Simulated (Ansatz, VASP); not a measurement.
# ZnSe in VASP and in Ansatz

```
Zn Se
1.0
     0.00000    2.83242    2.83242
     2.83242    0.00000    2.83242
     2.83242    2.83242    0.00000
Zn Se
1 1
Cartesian
  0.0000 0.0000 0.0000
  1.4162 1.4162 1.4162
```

Alike in both runs: task single point; functional r2SCAN; k mesh 6 × 6 × 6; occupations methfessel-paxton of order 1, width 0.5 eV; no spin polarisation.

|  | VASP | Ansatz |
| --- | --- | --- |
| version | VASP 6.6.1 | Ansatz 0.2.0 |
| potentials or method | VASP PAW PBE potentials, release 64 (Zn, Se) | plane waves |
| plane-wave cutoff (eV) | 520 | 500 |
| valence electrons in the cell | 18 | 28 |

VASP gave:

- pressure (GPa): 0.1

Question: Which values does Ansatz return?

Answer: Pressure (GPa): 0.0.

VASP's potentials were made for PBE, not for r2SCAN. VASP's potentials hold 18 valence electrons a cell and Ansatz's 28, so a difference there can come from the potentials and not from the codes.
